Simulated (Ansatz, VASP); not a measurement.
## SnTe: VASP beside Ansatz

Contents of INCAR:

```
SYSTEM = SnTe
PREC = Accurate
ENCUT = 520
EDIFF = 1E-6
ISMEAR = 0
SIGMA = 0.03
LREAL = .False.
LASPH = .True.
NELM = 100
ALGO = Normal
ISIF = 2
LWAVE = .False.
LCHARG = .False.
GGA = PE
NBANDS = 17
```

The input KPOINTS:

```
Automatic mesh
0
Gamma
  10 10 10
  0 0 0
```

POSCAR

```
SnTe
1.0
    0.0000000000      3.1880650000      3.1565000000
    3.1880650000      0.0000000000      3.1565000000
    3.1880650000      3.1880650000      0.0000000000
Sn Te
1 1
Direct
    0.0000000000      0.0000000000      0.0000000000
    0.5000000000      0.5000000000      0.5000000000
```

Input for Ansatz:

```yaml
crystal:
  lattice:
    - [0.0, 3.188065, 3.1565]
    - [3.188065, 0.0, 3.1565]
    - [3.188065, 3.188065, 0.0]
  atoms:
    - { symbol: Sn, position: [0.0, 0.0, 0.0] }
    - { symbol: Te, position: [0.5, 0.5, 0.5] }
basis:
  ecutwfc: 420
kpoints:
  mp_grid: { grid: [10, 10, 10] }
hamiltonian:
  xc: pbe
scf:
  occupations: { method: gaussian, width: 0.03 }
output:
  forces: true
  stress: true
  eigenvalues: true
```

Change from the starting cell: strain +0.0100 x Voigt [1, 1, 0, 0, 0, 0], atoms carried along.

Alike in both runs: task single point; functional PBE; k mesh 10 × 10 × 10; occupations gaussian, width 0.03 eV; no spin polarisation.

```csv
,VASP,Ansatz
version,VASP 6.6.1,Ansatz 0.2.0
potentials or method,"VASP PAW PBE potentials, release 64 (Sn_d, Te), cutoff 520 eV","scalar-relativistic, plane waves, PAW"
valence electrons in the cell,20,30
```

Ansatz gave:

* gap on the k mesh at the Fermi level (eV): 0.03
* least direct gap on the mesh (eV): 0.03
* pressure (GPa): 1.1
* traceless stress, the component that is largest in VASP (GPa): 0.83

Task: Estimate VASP's values.

Result: gap on the k mesh at the Fermi level (eV): 0.03; least direct gap on the mesh (eV): 0.03; pressure (GPa): 1.0; traceless stress, the component that is largest in VASP (GPa): 0.83.

VASP's potentials hold 20 valence electrons a cell and Ansatz's 30, so a difference there can come from the potentials and not from the codes.

Neither program's run includes spin-orbit coupling.
